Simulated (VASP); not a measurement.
Runs of VASP 6.6.1 on BAs (k07). The structure is that of space group F-43m (No. 216), or close to it. The cells are those of the table. 

```tsv
task	cell	k mesh	cutoff (eV)	smearing	gap on the mesh (eV)	pressure (GPa)
single point	a = 3.378 Å, angles 60.0°, 2 atoms	6 × 6 × 6	520	gaussian 0.1 eV	(a)	0.1
relaxation of cell and atoms	relaxed from a = 3.378 Å, angles 60.0°, 2 atoms	12 × 12 × 12	600	gaussian 0.02 eV	1.08	0.0
single point	a = 3.371 Å, angles 60.0°, 2 atoms	12 × 12 × 12	520	gaussian 0.01 eV	1.08	0.9
single point	a = 3.371 Å, angles 60.0°, 2 atoms	12 × 12 × 12	520	gaussian 0.02 eV	1.08	0.9
```

Alike in all rows: level PBEsol; potentials or basis VASP PAW PBE potentials, release 64 (B, As); no spin polarisation.

Task: Estimate the missing entries.

Result: (a) 1.18.

Caveats: the PAW data sets were made with another functional, which shifts forces and pressure a little.

A k mesh can miss the band edges, and the runs leave out spin-orbit coupling on As.
